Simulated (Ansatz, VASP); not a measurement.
## Al2Pt in VASP and in Ansatz

The input INCAR:

```
  PREC = Accurate
  ENCUT = 500
  EDIFF = 1E-7
  ISMEAR = 0
  SIGMA = 0.1
  LREAL = False
  LASPH = True
  NELM = 120
  ALGO = Normal
  ISIF = 3
  LWAVE = False
  LCHARG = False
  GGA = PE
  IBRION = 2
  NSW = 60
  EDIFFG = -0.04
  GGA_COMPAT = False
  NELMIN = 4
```

KPOINTS

```
regular mesh
0
Gamma
  6 6 6
```

POSCAR

```
Al2Pt
1.0
    0.0000000000      2.9491710000      2.9491710000
    2.9491710000      0.0000000000      2.9491710000
    2.9491710000      2.9491710000      0.0000000000
Al Pt
2 1
Direct
    0.2500000000      0.2500000000      0.2500000000
    0.7500000000      0.7500000000      0.7500000000
    0.0000000000      0.0000000000      0.0000000000
```

Input for Ansatz:

```yaml
crystal:
  lattice:
    - [0.0, 2.949171, 2.949171]
    - [2.949171, 0.0, 2.949171]
    - [2.949171, 2.949171, 0.0]
  atoms:
    - { symbol: Al, position: [0.25, 0.25, 0.25] }
    - { symbol: Al, position: [0.75, 0.75, 0.75] }
    - { symbol: Pt, position: [0.0, 0.0, 0.0] }
basis:
  ecutwfc: 420
kpoints:
  mp_grid: { grid: [6, 6, 6] }
hamiltonian:
  xc: pbe
scf:
  occupations: { method: gaussian, width: 0.1 }
output:
  forces: true
  stress: true
  eigenvalues: true
relax:
  adjacent_minimum: "off"
  f_tol: 0.04
  max_steps: 40
  cell: { stress_tol: 0.4 }
```

Alike in both runs: task relaxation of cell and atoms; functional PBE; k mesh 6 × 6 × 6; occupations gaussian, width 0.1 eV; no spin polarisation.

|  | VASP | Ansatz |
| --- | --- | --- |
| version | VASP 6.6.1 | Ansatz 0.2.0 |
| potentials or method | VASP PAW PBE potentials, release 64 (Al, Pt), cutoff 500 eV | scalar-relativistic, plane waves, PAW |
| valence electrons in the cell | 16 | 24 |

VASP gave:

* gap on the k mesh at the Fermi level, each at its own relaxed structure (eV): none
* relaxed volume (Å³/atom): 17.49
* relaxed cell length with the largest relative difference (Å): 4.202

Problem. Estimate Ansatz's values.

Solution. gap on the k mesh at the Fermi level, each at its own relaxed structure (eV): none; relaxed volume (Å³/atom): 17.51; relaxed cell length with the largest relative difference (Å): 4.204.

A gap of «none» marks a metal or a gap that the smearing closes. VASP's potentials hold 16 valence electrons a cell and Ansatz's 24, so a difference there can come from the potentials and not from the codes.

Neither program's run includes spin-orbit coupling.
